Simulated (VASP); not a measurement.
# BaS (Fm-3m) in VASP: notebook

Aim: see how the results for BaS move with the level of theory and the settings. Levels: PBEsol, LDA. Tasks: relaxation of cell and atoms.

All numbers are computed with VASP 6.6.1; they aren't measurements. Logs are shortened: lines on timing, memory, paths and dates and some standing lists are left out, and cuts for length are marked.

## Step 1: The cell of the first run

Symmetry: Fm-3m, No. 225, cubic system. The conventional cell has a = 6.430 Å, b = 6.430 Å, c = 6.430 Å, α = 90.00°, β = 90.00°, γ = 90.00°. Ba (site symmetry m-3m) has 6 S at 3.21 Å within 4.2 Å. Within 4.2 Å of S (site symmetry m-3m) lie 6 Ba at 3.21 Å.

## Step 2: Relaxation of cell and atoms, PBEsol

INCAR

```
PREC = Accurate
ENCUT = 600
EDIFF = 1E-6
ISMEAR = -1
SIGMA = 0.02
LREAL = F
LASPH = T
NELM = 60
ALGO = Normal
ISIF = 3
LWAVE = F
LCHARG = F
GGA = PS
IBRION = 2
NSW = 80
EDIFFG = -0.005
```

KPOINTS

```
regular mesh
0
Gamma
  6 6 6
```

POSCAR

```
BaS
1.0
    0.0000000000      3.2147893190      3.2147893190
    3.2147893190      0.0000000000      3.2147893190
    3.2147893190      3.2147893190      0.0000000000
Ba S
1 1
Direct
    0.0000000000      0.0000000000      0.0000000000
    0.5000000000      0.5000000000      0.5000000000
```

Potentials or basis: VASP PAW PBE potentials, release 64 (Ba_sv, S).

Launch:

```
$ cat potpaw_PBE.64/Ba_sv/POTCAR potpaw_PBE.64/S/POTCAR > POTCAR
$ mpirun -np 1 vasp_std > vasp.out
```

OUTCAR:

```text
PREC = Accurate
   ENCUT = 600
   EDIFF = 1E-6
   ISMEAR = -1
   LREAL = F
   LASPH = T
   NELM = 60
   ISIF = 3
   GGA = PS
   IBRION = 2
   NSW = 80
   EDIFFG = -0.005

 ion  position               nearest neighbor table
   1  0.000  0.000  0.000-   2 3.21   2 3.21   2 3.21   2 3.21   2 3.21   2 3.21
   2  0.500  0.500  0.500-   1 3.21   1 3.21   1 3.21   1 3.21   1 3.21   1 3.21

  LATTYP: Found a face centered cubic cell.
 ALAT       =     6.4295786380

  Lattice vectors:

 A1 = (   0.0000000000,   3.2147893190,   3.2147893190)
 A2 = (   3.2147893190,   0.0000000000,   3.2147893190)
 A3 = (   3.2147893190,   3.2147893190,   0.0000000000)

Analysis of symmetry for initial positions (statically):
=====================================================================
 Subroutine PRICEL returns:
 Original cell was already a primitive cell.

 Routine SETGRP: Setting up the symmetry group for a
 face centered cubic supercell.

 Subroutine GETGRP returns: Found 48 space group operations
 (whereof 48 operations were pure point group operations)
 out of a pool of 48 trial point group operations.

The static configuration has the point symmetry O_h .

Analysis of symmetry for dynamics (positions and initial velocities):
=====================================================================
 Subroutine PRICEL returns:
 Original cell was already a primitive cell.

 Routine SETGRP: Setting up the symmetry group for a
 face centered cubic supercell.

 Subroutine GETGRP returns: Found 48 space group operations
 (whereof 48 operations were pure point group operations)
 out of a pool of 48 trial point group operations.

The dynamic configuration has the point symmetry O_h .

 Subroutine INISYM returns: Found 48 space group operations
 (whereof 48 operations are pure point group operations),
 and found     1 'primitive' translations

----------------------------------------------------------------------------------------

                                     Primitive cell

  volume of cell :      66.4489

  direct lattice vectors                    reciprocal lattice vectors
     0.000000000  3.214789319  3.214789319    -0.155531187  0.155531187  0.155531187
     3.214789319  0.000000000  3.214789319     0.155531187 -0.155531187  0.155531187
[... 65 lines left out ...]
   NGXF,Y,Z  is equivalent  to a cutoff of  26.33, 26.33, 26.33 a.u.
 SYSTEM =  unknown system
   PREC   = accura    normal or accurate (medium, high low for compatibility)
   ISTART =      0    job   : 0-new  1-cont  2-samecut
   ICHARG =      2    charge: 1-file 2-atom 10-const
   ISPIN  =      1    spin polarized calculation?
   LNONCOLLINEAR =      F non collinear calculations
   LSORBIT =      F    spin-orbit coupling
   LASPH  =      T    aspherical Exc in radial PAW
   ENCUT  =  600.0 eV  44.10 Ry    6.64 a.u.   9.08  9.08  9.08*2*pi/ulx,y,z
   NELM   =     60;   NELMIN=  2; NELMDL= -5     # of ELM steps
   EDIFF  = 0.1E-05   stopping-criterion for ELM
   LREAL  =      F    real-space projection
   EDIFFG = -.5E-02   stopping-criterion for IOM
   NSW    =     80    number of steps for IOM
   IBRION =      2    ionic relax: 0-MD 1-quasi-New 2-CG
   NFREE  =      1    steps in history (QN), initial steepest desc. (CG)
   ISIF   =      3    stress and relaxation
   ISYM   =      2    0-nonsym 1-usesym 2-fastsym
   POTIM  = 0.5000    time-step for ionic-motion
   TEBEG  =    0.0;   TEEND  =   0.0 temperature during run
   PSTRESS=    0.0 pullay stress
   NELECT =      16.0000    total number of electrons
   NUPDOWN=      -1.0000    fix difference up-down
   EMIN   =  10.00;   EMAX   =-10.00  energy-range for DOS
   EFERMI =   0.00;   METHOD = LEGACY
   ISMEAR =    -1;   SIGMA  =   0.02  broadening in eV -4-tet -1-fermi 0-gaus
   EFERMI_NEDOS =   21; number of points for ismear=-14 and -15
   IALGO  =     38    algorithm
   IMIX   =      4    mixing-type and parameters
     AMIX     =   0.40;   BMIX     =  1.00
     AMIX_MAG =   1.60;   BMIX_MAG =  1.00
  volume/ion in A,a.u.               =      33.22       224.21
  Fermi-wavevector in a.u.,A,eV,Ry     =   1.018480  1.924647 14.113331  1.037301
  Thomas-Fermi vector in A             =   2.151939
   LORBIT       =      0    0 simple, 1 ext, 2 COOP (PROOUT), +10 PAW based schemes
   GGA     = PS    functional components
   LHFCALC =     F    Hartree Fock is set to
   AEXX    =    0.0000 exact exchange contribution
   IVDW    =     0    specifies the selected vdW correction
   LEPSILON=     F    determine dielectric tensor
   LRPA    =     F    only Hartree local field effects (RPA)
 conjugate gradient relaxation of ions
 non-spin polarized calculation
  energy-cutoff  :      600.00
  volume of cell :       66.45
 maximum number of plane-waves:      2252
   NGX = 19   NGY = 19   NGZ = 19

--------------------------------------- Ionic step        1  -------------------------------------------

 number of electron      16.0000002 magnetization

 Free energy of the ion-electron system (eV)
  ---------------------------------------------------
  ext. energy  EPLUGINS =         0.00000000
  ---------------------------------------------------
  free energy    TOTEN  =       -10.71050809 eV

  energy without entropy =      -10.71050809  energy(sigma->0) =      -10.71050809

------------------------ aborting loop because EDIFF is reached ----------------------------------------

  FORCE on cell =-STRESS in cart. coord.  units (eV):
  Direction    XX          YY          ZZ          XY          YZ          ZX
  --------------------------------------------------------------------------------------
  -------------------------------------------------------------------------------------
  Total       -0.5561937     -0.5561937     -0.5561937      0.0000000     -0.0000000     -0.0000000
  in kB      -13.4106281    -13.4106281    -13.4106281      0.0000000     -0.0000000     -0.0000000
  external PRESSURE =     -13.4106281 kB  Pullay stress =       0.0000000 kB
[... 59 lines left out ...]
--------------------------------------- Ionic step        3  -------------------------------------------

 number of electron      16.0000001 magnetization

 Free energy of the ion-electron system (eV)
  ---------------------------------------------------
  ext. energy  EPLUGINS =         0.00000000
  ---------------------------------------------------
  free energy    TOTEN  =       -10.71928418 eV

  energy without entropy =      -10.71928418  energy(sigma->0) =      -10.71928418

 E-fermi :   1.8965     XC(G=0):  -8.8710

 val. band max:        1.4026447853   @ k =   0.0000   0.0000   0.0000
 cond. band min:       3.3634754258   @ k =   0.5000   0.5000   0.0000
 fundamental gap:      1.9608306406
 Fermi energy:         1.8964652007

 k-point     1 :       0.0000    0.0000    0.0000
  band No.  band energies     occupation
      1     -24.5979      2.00000
      2      -9.6391      2.00000
      3      -9.6391      2.00000
      4      -9.6391      2.00000
      5      -8.9678      2.00000
      6       1.4026      2.00000
      7       1.4026      2.00000
      8       1.4026      2.00000
      9       4.8664      0.00000
     10       5.1866      0.00000
     11       5.1866      0.00000
     12       5.1866      0.00000
[... 252 lines left out ...]
  FREE ENERGIE OF THE ION-ELECTRON SYSTEM (eV)
  ---------------------------------------------------
  free  energy   TOTEN  =       -10.7192841809 eV

  energy  without entropy=      -10.7192841809  energy(sigma->0) =      -10.71928418

 reached required accuracy - stopping structural energy minimisation
```

CONTCAR:

```text
BaS
   1.00000000000000
     0.0000000000000000    3.1815362723805989    3.1815362723805989
     3.1815362723805989    0.0000000000000000    3.1815362723805989
     3.1815362723805989    3.1815362723805989    0.0000000000000000
  Ba              S
     1     1
Direct
     0.0000000000000000    0.0000000000000000    0.0000000000000000
     0.5000000000000000    0.5000000000000000    0.5000000000000000

  0.00000000E+00  0.00000000E+00  0.00000000E+00
  0.00000000E+00  0.00000000E+00  0.00000000E+00
```

It took 61 s on 1 thread of AMD EPYC 7R13, shared host; peak memory 0.18 GiB.

What came out:

```
Free energy                            : -10.7193 eV
Relaxed volume                         : 32.20 Å³/atom
Relaxed cell                           : a = 4.499 Å, b = 4.499 Å, c = 4.499 Å, α = 60.00°, β = 60.00°, γ = 60.00°
Space group after relaxing (to 0.05 Å) : Fm-3m (No. 225)
Energy gained by relaxing              : 4.4 meV/atom
Ionic steps                            : 3
Pressure after relaxing                : 0.0 GPa
Band gap on the k mesh                 : 1.96 eV, indirect (least direct gap 2.09 eV)
```

The path:
```tsv
step	energy change (eV)	largest force (eV/Å)	pressure (GPa)	volume (Å³)
1	0.0000	0.0000	-1.34	66.45
2	-0.0080	0.0000	0.44	63.81
3	-0.0088	0.0000	0.00	64.41
```

Final structure:
```
CELL_PARAMETERS angstrom
0.00000 3.18154 3.18154
3.18154 0.00000 3.18154
3.18154 3.18154 0.00000
ATOMIC_POSITIONS crystal
Ba 0.00000 0.00000 0.00000
S 0.50000 0.50000 0.50000
```

Caveat: the PAW data sets were made with another functional, which shifts forces and pressure a little; spin-orbit coupling is left out, which moves the levels of the heavy elements. A k mesh can miss the band edges.

## Step 3: Relaxation of cell and atoms, LDA

INCAR

```
SYSTEM = BaS
PREC     = Accurate       ! precision mode
ENCUT    = 600            ! plane-wave cutoff, eV
EDIFF    = 1E-7           ! SCF threshold, eV
ISMEAR   = -1             ! smearing method
SIGMA    = 0.02           ! smearing width, eV
LREAL    = .FALSE.        ! projectors in reciprocal space
LASPH    = .TRUE.         ! aspherical terms in the spheres
NELM     = 80             ! most SCF steps
ALGO     = Normal         ! electronic algorithm
ISIF     = 3              ! what is computed and relaxed
LWAVE    = .FALSE.        ! write WAVECAR
LCHARG   = .FALSE.        ! write CHGCAR
IBRION   = 2              ! ionic algorithm
NSW      = 80             ! ionic steps
EDIFFG   = -0.005         ! ionic threshold
```

KPOINTS

```
regular mesh
0
G
  6 6 6
  0 0 0
```

POSCAR is that of step 2.

Potentials or basis: VASP PAW LDA potentials, release 64 (Ba_sv, S).

Launch:

```
$ cat potpaw_LDA.64/Ba_sv/POTCAR potpaw_LDA.64/S/POTCAR > POTCAR
$ mpirun -np 1 vasp_std > vasp.out
```

It took 56 s on 1 thread of AMD EPYC 7R13, shared host; peak memory 0.15 GiB.

Results (log left out):

```
Free energy                            : -11.1749 eV
Relaxed volume                         : 31.31 Å³/atom
Relaxed cell                           : a = 4.457 Å, b = 4.457 Å, c = 4.457 Å, α = 60.00°, β = 60.00°, γ = 60.00°
Space group after relaxing (to 0.05 Å) : Fm-3m (No. 225)
Energy gained by relaxing              : 16.5 meV/atom
Ionic steps                            : 3
Pressure after relaxing                : 0.0 GPa
Band gap on the k mesh                 : 1.83 eV, indirect (least direct gap 1.94 eV)
```

The path:
| step | energy change (eV) | largest force (eV/Å) | pressure (GPa) | volume (Å³) |
| --- | --- | --- | --- | --- |
| 1 | 0.0000 | 0.0000 | -2.61 | 66.45 |
| 2 | -0.0290 | 0.0000 | 1.05 | 61.38 |
| 3 | -0.0330 | 0.0000 | 0.00 | 62.61 |

Final structure:
```
Ba S
1.0
     0.00000    3.15172    3.15172
     3.15172    0.00000    3.15172
     3.15172    3.15172    0.00000
Ba S
1 1
Direct
  0.00000 0.00000 0.00000
  0.50000 0.50000 0.50000
```

Levels at points of the mesh, in eV from the valence-band top:
```csv
k point,band 5,band 6,band 7,band 8,band 9,band 10,band 11,band 12
"(0.00, 0.00, 0.00)",-10.38,0.00,0.00,0.00,3.51,3.70,3.70,3.70
"(0.50, 0.00, 0.00)",-8.92,-2.11,-1.20,-1.20,5.53,5.59,6.33,6.33
"(0.50, 0.50, 0.00)",-10.29,-0.49,-0.12,-0.12,1.83,5.96,6.08,7.62
```

Caveat: spin-orbit coupling is left out, which moves the levels of the heavy elements.
